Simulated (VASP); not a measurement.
A run of VASP 6.6.1 is set up as follows.

The input INCAR:

```
SYSTEM = NaLi5
ALGO = Normal ; EDIFF = 1E-6
ENCUT = 520 ; GGA = PE
ISIF = 2 ; ISMEAR = 0
LASPH = .TRUE. ; LCHARG = .TRUE.
LELF = .TRUE. ; LREAL = .FALSE.
LVHAR = .TRUE. ; LWAVE = .FALSE.
NBANDS = 20 ; NELM = 80
PREC = Accurate ; SIGMA = 0.1
```

KPOINTS

```
k-points
0
G
  4 4 4
  0 0 0
```

File POSCAR:

```
NaLi5
1.0
    5.0325938279      0.0000000000      0.0000000000
    0.0000000000      5.4232443756      2.5231587708
    0.0000000000     -5.4232443756      2.5231587708
Na Li
1 5
Direct
    0.0000000000      0.0799526696      0.0799526696
    0.0000000000      0.4067758068      0.7521599302
    0.0000000000      0.7521599302      0.4067758068
    0.5000000000      0.5858302297      0.5858302297
    0.5000000000      0.2666488492      0.9084790469
    0.5000000000      0.9084790469      0.2666488492
```

Potentials or basis: VASP PAW PBE potentials, release 64 (Na_pv, Li_sv).

The run is started by

```bash
$ cat potpaw_PBE.64/Na_pv/POTCAR potpaw_PBE.64/Li_sv/POTCAR > POTCAR
$ mpirun -np 1 vasp_std > vasp.out
```

(1) What does it give for the band gap on the k mesh?

(2) Predict the largest force.

Results:

(1) zero (bands 11 and 12 overlap by 2.45 eV).

(2) 0.009 eV/Å.
